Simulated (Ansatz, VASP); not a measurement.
# AlN: VASP beside Ansatz

File INCAR:

```
PREC = Accurate
ENCUT = 600
EDIFF = 1E-6
ISMEAR = 0
SIGMA = 0.15
LREAL = False
LASPH = True
NELM = 80
ALGO = Normal
ISIF = 3
LWAVE = False
LCHARG = False
GGA = PE
IBRION = 2
NSW = 36
EDIFFG = -0.08
```

KPOINTS

```
regular mesh
0
Gamma
  5 5 5
```

POSCAR

```
AlN
1.0
    0.0000000000      2.3834280700      2.3834280700
    2.3834280700      0.0000000000      2.3834280700
    2.3834280700      2.3834280700      0.0000000000
Al N
1 1
Direct
    0.0000000000      0.0000000000      0.0000000000
    0.2500000000      0.2500000000      0.2500000000
```

Input for Ansatz:

```yaml
crystal:
  lattice:
    - [0.0, 2.38342807, 2.38342807]
    - [2.38342807, 0.0, 2.38342807]
    - [2.38342807, 2.38342807, 0.0]
  atoms:
    - { symbol: Al, position: [0.0, 0.0, 0.0] }
    - { symbol: "N", position: [0.25, 0.25, 0.25] }
basis:
  ecutwfc: 420
kpoints:
  mp_grid: { grid: [5, 5, 5] }
hamiltonian:
  xc: pbe
scf:
  occupations: { method: gaussian, width: 0.15 }
  lower_state_search: "off"
output:
  forces: true
  stress: true
  eigenvalues: true
relax:
  adjacent_minimum: "off"
  f_tol: 0.08
  max_steps: 16
  cell: { stress_tol: 0.8 }
```

Change from the starting cell: species swapped into the ZnO type (F-43m, No. 216).

Alike in both runs: task relaxation of cell and atoms; functional PBE; k mesh 5 × 5 × 5; occupations gaussian, width 0.15 eV; no spin polarisation.

|  | VASP | Ansatz |
| --- | --- | --- |
| version | VASP 6.6.1 | Ansatz 0.2.0 |
| potentials or method | VASP PAW PBE potentials, release 64 (Al, N), cutoff 600 eV | scalar-relativistic, plane waves, PAW |
| valence electrons in the cell | 8 | 8 |

```tsv
	VASP	Ansatz	Ansatz less VASP
gap on the k mesh at the Fermi level, each at its own relaxed structure (eV)	3.86	3.87	+0.004
relaxed volume (Å³/atom)	10.68	10.69	+0.018
relaxed cell length with the largest relative difference (Å)	3.114	3.116	+0.0017
```

The k mesh is coarse, so the values compare programs but aren't converged. Noted on VASP's run: the volume moved by over 15 % at a fixed basis, so the end points are rough.
